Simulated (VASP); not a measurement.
A run of VASP 6.6.1 is set up as follows.

File INCAR:

```
ALGO = Normal
EDIFF = 1E-7
ENCUT = 520
GGA = RP
ISIF = 2
ISMEAR = -1
LASPH = True
LCHARG = False
LREAL = False
LWAVE = False
NBANDS = 30
NELM = 100
PREC = Accurate
SIGMA = 0.1
```

KPOINTS

```
k-points
0
Gamma
  16 16 5
```

File POSCAR:

```
Cu
1.0
    2.6985891434      0.0000000000      0.0000000000
   -1.3492945717      2.3370467525      0.0000000000
    0.0000000000      0.0000000000      8.8106933744
Cu
4
Direct
    1.0000000000      1.0000000000      0.0000000000
    1.0000000000      0.0000000000      0.5000000000
    0.3333333333      0.6666666667      0.2500000000
    0.6666666667      0.3333333333      0.7500000000
```

Potentials or basis: VASP PAW PBE potentials, release 64 (Cu).

Run with:

```sh
$ cat potpaw_PBE.64/Cu/POTCAR > POTCAR
$ mpirun -np 1 vasp_std > vasp.out
```

Q: What does it give for the pressure?

A: -10.0 GPa.

Q: What does it give for the band gap on the k mesh?

A: Zero (band 22 reaches 9.10 eV, above the bottom of band 23 at 4.32 eV).

Caveat: the PAW data sets were made with another functional, which shifts forces and pressure a little.
